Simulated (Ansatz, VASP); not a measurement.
## Lu: VASP beside Ansatz

```
Lu
1.0
     0.00000    3.68268    3.68268
     3.68268    0.00000    3.68268
     3.68268    3.68268    0.00000
Lu
2
Direct
  0.12500 0.12500 0.12500
  0.87500 0.87500 0.87500
```

Alike in both runs: functional r2SCAN; k mesh 8 × 8 × 8; occupations fermi-dirac, width 0.1 eV; no spin polarisation.

Ansatz relaxed the structure, and its values are those at the end. VASP's run is a single point on that final structure, the one shown.

|  | VASP | Ansatz |
| --- | --- | --- |
| version | VASP 6.6.1 | Ansatz 0.2.0 |
| potentials or method | VASP PAW PBE potentials, release 64 (Lu), cutoff 520 eV | plane waves (500 eV) with PAW, scalar-relativistic |
| valence electrons in the cell | 50 | 50 |

```csv
,VASP,Ansatz,Ansatz less VASP
pressure (GPa),0.3,0.0,-0.29
```

VASP's potentials were made for PBE, not for r2SCAN.

Spin-orbit coupling is off throughout.
